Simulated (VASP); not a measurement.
Here is a VASP 6.6.1 calculation.

Contents of INCAR:

```
SYSTEM = Si2W
ALGO = Normal
EDIFF = 1E-6
ENCUT = 520
ISIF = 2
ISMEAR = -1
ISYM = 0
LASPH = .TRUE.
LCHARG = .FALSE.
LREAL = .FALSE.
LWAVE = .FALSE.
NBANDS = 18
NELM = 60
PREC = Accurate
SIGMA = 0.05
```

The input KPOINTS:

```
k-points
0
G
  11 11 14
  0 0 0
```

Contents of POSCAR:

```
Si2W
1.0
   -1.6113355874      1.6113355874      3.9530897972
    1.6113355874     -1.6113355874      3.9530897972
    1.6113355874      1.6113355874     -3.9530897972
Si W
2 1
Direct
    0.3330000000      0.3330000000      0.0000000000
    0.6670000000      0.6670000000      0.0000000000
    0.0000000000      0.0000000000      0.0000000000
```

Potentials or basis: VASP PAW LDA potentials, release 64 (Si, W_sv).

Run with:

```bash
$ cat potpaw_LDA.64/Si/POTCAR potpaw_LDA.64/W_sv/POTCAR > POTCAR
$ mpirun -np 1 vasp_std > vasp.out
```

Problem. Predict the pressure.

Solution. -8.6 GPa.

Problem. Estimate the largest force.

Solution. 0.335 eV/Å.

Stress tensor (GPa, compression positive):
```
 -7.54   0.05   0.00
  0.05  -7.54   0.00
  0.00   0.00 -10.86
```

Caveat: the cell stands under tension.
